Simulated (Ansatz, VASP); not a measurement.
**BN in VASP and in Ansatz**

Contents of POSCAR:

```
BN
1.0
    2.5039917043      0.0000000000      0.0000000000
   -1.2519958522      2.1685204268      0.0000000000
    0.0000000000      0.0000000000      6.6612000000
B N
2 2
Direct
    0.3333333333      0.6666666667      0.2500000000
    0.6666666667      0.3333333333      0.7500000000
    0.3794477249      0.6897238624      0.7500000000
    0.6666666667      0.3333333333      0.2500000000
```

INCAR.step1

```
SYSTEM = BN
PREC = Accurate
ENCUT = 520
ISMEAR = 0
SIGMA = 0.05
LREAL = .FALSE.
LASPH = .TRUE.
NELM = 60
NBANDS = 16
GGA = PE
ALGO = Normal
EDIFF = 1E-4
LWAVE = .TRUE.
LCHARG = .FALSE.
```

Contents of INCAR.step2:

```
SYSTEM = BN
PREC = Accurate
ENCUT = 520
EDIFF = 1E-7
ISMEAR = 0
SIGMA = 0.05
LREAL = .FALSE.
LASPH = .TRUE.
NELM = 60
ALGO = Normal
ISIF = 2
LWAVE = .FALSE.
LCHARG = .FALSE.
METAGGA = R2SCAN
LMIXTAU = .TRUE.
NBANDS = 16
ISTART = 1
```

KPOINTS

```
Automatic mesh
0
G
  12 12 4
  0 0 0
```

Input for Ansatz:

```yaml
crystal:
  lattice:
    - [2.5039917043, 0.0, 0.0]
    - [-1.2519958522, 2.1685204268, 0.0]
    - [0.0, 0.0, 6.6612]
  atoms:
    - { symbol: B, position: [0.3333333333, 0.6666666667, 0.25] }
    - { symbol: B, position: [0.6666666667, 0.3333333333, 0.75] }
    - { symbol: "N", position: [0.3794477249, 0.6897238624, 0.75] }
    - { symbol: "N", position: [0.6666666667, 0.3333333333, 0.25] }
basis:
  ecutwfc: 500
kpoints:
  mp_grid: { grid: [12, 12, 4] }
hamiltonian:
  xc: r2scan
scf:
  occupations: { method: gaussian, width: 0.05 }
output:
  forces: true
  stress: true
  eigenvalues: true
```

Alike in both runs: task single point; functional r2SCAN; k mesh 12 × 12 × 4; occupations gaussian, width 0.05 eV; no spin polarisation.

|  | VASP | Ansatz |
| --- | --- | --- |
| version | VASP 6.6.1 | Ansatz 0.2.0 |
| potentials or method | VASP PAW PBE potentials, release 64 (B, N), cutoff 520 eV | scalar-relativistic, plane waves, PAW |
| valence electrons in the cell | 16 | 16 |

|  | VASP | Ansatz | Ansatz less VASP |
| --- | --- | --- | --- |
| gap on the k mesh at the Fermi level (eV) | 4.80 | 4.76 | -0.043 |
| least direct gap on the mesh (eV) | 5.22 | 5.18 | -0.040 |
| pressure (GPa) | 1.5 | 1.1 | -0.36 |
| traceless stress, the component that is largest in VASP (GPa) | -4.11 | -4.09 | +0.018 |
| rms of the force components (eV/Å) | 1.431 | 1.440 | +0.0095 |

VASP's potentials were made for PBE, not for r2SCAN. Atom by atom the forces differ by 0.010 eV/Å (rms over components).
